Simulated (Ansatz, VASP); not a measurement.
**One calculation of BP, two programs**

INCAR

```
PREC     = Accurate       # precision mode
ENCUT    = 520            # plane-wave cutoff, eV
EDIFF    = 1E-6           # SCF threshold, eV
ISMEAR   = 0              # smearing method
SIGMA    = 0.05           # smearing width, eV
LREAL    = False          # projectors in reciprocal space
LASPH    = True           # aspherical terms in the spheres
NELM     = 100            # most SCF steps
ALGO     = Normal         # electronic algorithm
ISIF     = 2              # what is computed and relaxed
LWAVE    = False          # write WAVECAR
LCHARG   = False          # write CHGCAR
GGA      = PE             # functional
NBANDS   = 11             # bands
```

KPOINTS

```
regular mesh
0
Gamma
  10 10 10
```

POSCAR

```
BP
1.0
    0.0000000000      2.2690000000      2.3597600000
    2.2690000000      0.0000000000      2.3597600000
    2.2690000000      2.2690000000      0.0000000000
B P
1 1
Direct
    0.0000000000      0.0000000000      0.0000000000
    0.7500000000      0.7500000000      0.7500000000
```

Input for Ansatz:

```yaml
crystal:
  lattice:
    - [0.0, 2.269, 2.35976]
    - [2.269, 0.0, 2.35976]
    - [2.269, 2.269, 0.0]
  atoms:
    - { symbol: B, position: [0.0, 0.0, 0.0] }
    - { symbol: P, position: [0.75, 0.75, 0.75] }
basis:
  ecutwfc: 420
kpoints:
  mp_grid: { grid: [10, 10, 10] }
hamiltonian:
  xc: pbe
scf:
  occupations: { method: gaussian, width: 0.05 }
output:
  forces: true
  stress: true
  eigenvalues: true
```

Change from the starting cell: strain +0.000 along x and y, +0.040 along z, atoms carried along.

Alike in both runs: task single point; functional PBE; k mesh 10 × 10 × 10; occupations gaussian, width 0.05 eV; no spin polarisation.

```csv
,VASP,Ansatz
version,VASP 6.6.1,Ansatz 0.2.0
potentials or method,"VASP PAW PBE potentials, release 64 (B, P), cutoff 520 eV","scalar-relativistic, plane waves, PAW"
valence electrons in the cell,8,8
```

```tsv
	VASP	Ansatz	Ansatz less VASP
gap on the k mesh at the Fermi level (eV)	1.00	1.01	+0.004
least direct gap on the mesh (eV)	3.15	3.15	+0.003
pressure (GPa)	-5.1	-4.9	+0.20
traceless stress, the component that is largest in VASP (GPa)	-7.12	-7.11	+0.010
```
